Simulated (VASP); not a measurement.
## CaSe: single point with PBE

The system is CaSe.

```
CELL_PARAMETERS angstrom
0.00000 3.02689 2.94745
3.02689 0.00000 2.94745
3.02689 3.02689 0.00000
ATOMIC_POSITIONS crystal
Ca 0.00000 0.00000 0.00000
Se 0.50000 0.50000 0.50000
```

This cell differs from its parent crystal: epitaxial xy strain +2.0%.

```json
{"Program": "VASP 6.6.1", "Task": "single point", "Functional": "PBE", "Potentials or basis": "VASP PAW PBE potentials, release 64 (Ca_sv, Se)", "Cutoff": "520 eV", "k mesh": "4 × 4 × 4", "Occupations": "gaussian, width 0.01 eV", "Spin": "no spin polarisation"}
```

The pressure is -0.6 GPa and the band gap on the k mesh is 2.10 eV, indirect (least direct gap 2.95 eV).

Stress tensor (GPa, compression positive):
```
-1.36  0.00  0.00
 0.00 -1.36  0.00
 0.00  0.00  0.81
```

Levels at points of the mesh, in eV from the valence-band top:
```csv
k point,band 6,band 7,band 8,band 9,band 10,band 11
"(0.00, 0.00, 0.00)",0.00,0.00,0.00,3.09,3.65,3.65
"(0.50, 0.00, 0.00)",-3.13,-1.12,-1.11,4.43,5.33,5.38
"(0.50, 0.50, 0.00)",-2.36,-0.96,-0.96,2.10,4.83,4.99
"(0.50, 0.00, 0.50)",-2.44,-0.90,-0.83,2.12,4.80,5.00
```

It took 6.8 s on 1 thread of AMD EPYC 9R45 96-Core Processor (Zen 5), on a shared host, peak memory 0.14 GiB.

Caveat: the k points lie up to 0.45 Å⁻¹ apart; the cell differs from its parent crystal (epitaxial xy strain +2.0%). A k mesh can miss the band edges.
